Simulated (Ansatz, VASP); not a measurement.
# Two plane-wave programs on ZnPb2

```
Zn Pb
1.0
     4.86500    0.00000    0.00000
    -2.43250    4.21321    0.00000
     0.00000    0.00000    3.42187
Zn Pb
1 2
Direct
  0.00000 0.00000 0.00000
  0.33333 0.66667 0.50000
  0.66667 0.33333 0.50000
```

Alike in both runs: task single point; functional PBE; k mesh 6 × 6 × 6; occupations gaussian, width 0.1 eV; no spin polarisation.

|  | VASP | Ansatz |
| --- | --- | --- |
| version | VASP 6.6.1 | Ansatz 0.2.0 |
| potentials or method | VASP PAW PBE potentials, release 64 (Zn, Pb_d), cutoff 520 eV | scalar-relativistic, plane waves, PAW |
| valence electrons in the cell | 40 | 40 |

VASP gave:

```
gap on the k mesh at the Fermi level (eV)                     : none
pressure (GPa)                                                : 15.2
traceless stress, the component that is largest in VASP (GPa) : -11.36
```

Q: What did Ansatz give for the same quantities?

A: gap on the k mesh at the Fermi level (eV): none; pressure (GPa): 15.3; traceless stress, the component that is largest in VASP (GPa): -11.37.

A gap of «none» marks a metal or a gap that the smearing closes. The functional is the same, so the differences come from potentials, cutoffs and numerics.

Spin-orbit coupling is off throughout.
